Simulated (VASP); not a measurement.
Wanted: the native input for a VASP 6.6.1 run.

- Task: relaxation of cell and atoms
- Functional: PBE
- Potentials or basis: VASP PAW PBE potentials, release 64 (Dy_3, W_sv), 4f in core
- Cutoff: 500 eV
- k mesh: 12 × 12 × 12
- Occupations: gaussian, width 0.1 eV
- Spin: no spin polarisation
- Dipole correction: no
- Further INCAR settings: ALGO = Normal; EDIFF = 1e-07; IBRION = 2; EDIFFG = -0.01; NSW = 100; ISIF = 3

The structure of DyW2 lies in POSCAR:

```
DyW2
1.0
    0.0000000000      3.2078628979      3.2078628979
    3.2078628979      0.0000000000      3.2078628979
    3.2078628979      3.2078628979      0.0000000000
Dy W
1 2
Direct
    0.2500000000      0.2500000000      0.2500000000
    0.5000000000      0.5000000000      0.5000000000
    0.7500000000      0.7500000000      0.7500000000
```

The cell was generated, and may not be a known phase.

These files were run (other wordings do the same):

INCAR

```
SYSTEM = DyW2
  PREC = Accurate
  ENCUT = 500
  EDIFF = 1E-7
  ISMEAR = 0
  SIGMA = 0.1
  LREAL = .FALSE.
  LASPH = .TRUE.
  NELM = 200
  ALGO = Normal
  ISIF = 3
  LWAVE = .FALSE.
  LCHARG = .FALSE.
  GGA = PE
  IBRION = 2
  NSW = 100
  EDIFFG = -0.01
  GGA_COMPAT = .FALSE.
  NELMIN = 4
  LMAXMIX = 6
```

KPOINTS

```
Automatic mesh
0
G
  12 12 12
  0 0 0
```

Potentials or basis: VASP PAW PBE potentials, release 64 (Dy_3, W_sv), 4f in core.

Run with:

```console
$ cat potpaw_PBE.64/Dy_3/POTCAR potpaw_PBE.64/W_sv/POTCAR > POTCAR
$ mpirun -np 1 vasp_std > vasp.out
```

It gave:

```
Relaxed volume                        : 22.09 Å³/atom
Relaxed cell                          : a = 4.542 Å, b = 4.542 Å, c = 4.542 Å, α = 60.00°, β = 60.00°, γ = 60.00°
Space group after relaxing (to 0.1 Å) : F-43m (No. 216)
Energy gained by relaxing             : 0.1 meV/atom
Ionic steps                           : 3
Pressure after relaxing               : 0.0 GPa
Band gap on the k mesh                : zero (an odd number of electrons rules out a gap without spin polarisation)
```

Caveat: spin-orbit coupling is left out, which moves the levels of the heavy elements; the 4f electrons are frozen in the core, so they carry no moment and show no levels.

Wall time 5.5 min on 1 thread of AMD EPYC 7R13 Processor (Zen 3) (shared host), peak memory 0.24 GiB.
